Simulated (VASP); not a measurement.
A run of VASP 6.6.1 is set up as follows.

INCAR

```
SYSTEM = Sn
PREC = Accurate
ENCUT = 520
EDIFF = 1E-6
ISMEAR = 1
SIGMA = 0.1
LREAL = .False.
LASPH = .True.
NELM = 60
ALGO = Normal
ISIF = 2
LWAVE = .False.
LCHARG = .False.
GGA = PS
NBANDS = 13
```

The input KPOINTS:

```
Automatic mesh
0
Gamma
  12 12 12
  0 0 0
```

The input POSCAR:

```
Sn
1.0
   -1.7604023224      1.8103735469      2.3842014472
    1.7604023224     -1.8103735469      2.3842014472
    1.7604023224      1.8103735469     -2.3842014472
Sn
1
Direct
    0.0000000000      0.0000000000      0.0000000000
```

Potentials or basis: VASP PAW PBE potentials, release 64 (Sn_d).

Launch:

```sh
$ cat potpaw_PBE.64/Sn_d/POTCAR > POTCAR
$ mpirun -np 1 vasp_std > vasp.out
```

Estimate the pressure.

-5.6 GPa.

What does it give for the band gap on the k mesh?

Zero (band 7 reaches 13.28 eV, above the bottom of band 8 at 4.93 eV).

Stress tensor (GPa, compression positive):
```
-5.09  0.00  0.00
 0.00 -5.46  0.00
 0.00  0.00 -6.13
```

Caveat: the PAW data sets were made with another functional, which shifts forces and pressure a little; spin-orbit coupling is left out, which moves the levels of the heavy elements.
